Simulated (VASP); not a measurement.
Crystal: K.

```
CELL_PARAMETERS angstrom
-2.61250 2.61250 2.61250
2.61250 -2.61250 2.61250
2.61250 2.61250 -2.61250
ATOMIC_POSITIONS crystal
K 0.00000 0.00000 0.00000
```

```yaml
Program: VASP 6.6.1
Task: relaxation of cell and atoms
Functional: LDA
Potentials_or_basis: VASP PAW LDA potentials, release 64 (K_sv)
Cutoff: 600 eV
k_mesh: 5 × 5 × 5
Occupations: methfessel-paxton, width 0.1 eV
Spin: no spin polarisation
```

At the start: pressure -0.4 GPa; volume 71.32 Å³/atom.

**Question.** How do energy, volume and symmetry change on relaxing?

**Answer.** Over 5 steps the energy falls by 10.1 meV/atom and the volume is 63.99 Å³/atom (-10.3 %); space group Im-3m (No. 229, to 0.05 Å).

The path:
```
step  energy change (eV)  largest force (eV/Å)  pressure (GPa)  volume (Å³)
   1              0.0000                0.0000           -0.40        71.32
   2             -0.0041                0.0000           -0.32        69.51
   3             -0.0090                0.0000           -0.15        66.18
   4             -0.0061                0.0000            0.32        59.85
   5             -0.0101                0.0000           -0.01        63.99
```

Final structure:
```
K
1.0
    -2.51972    2.51972    2.51972
     2.51972   -2.51972    2.51972
     2.51972    2.51972   -2.51972
K
1
Direct
  0.00000 0.00000 0.00000
```

Caveat: the volume moved by -10 % from the deposited cell, more than functionals usually miss.
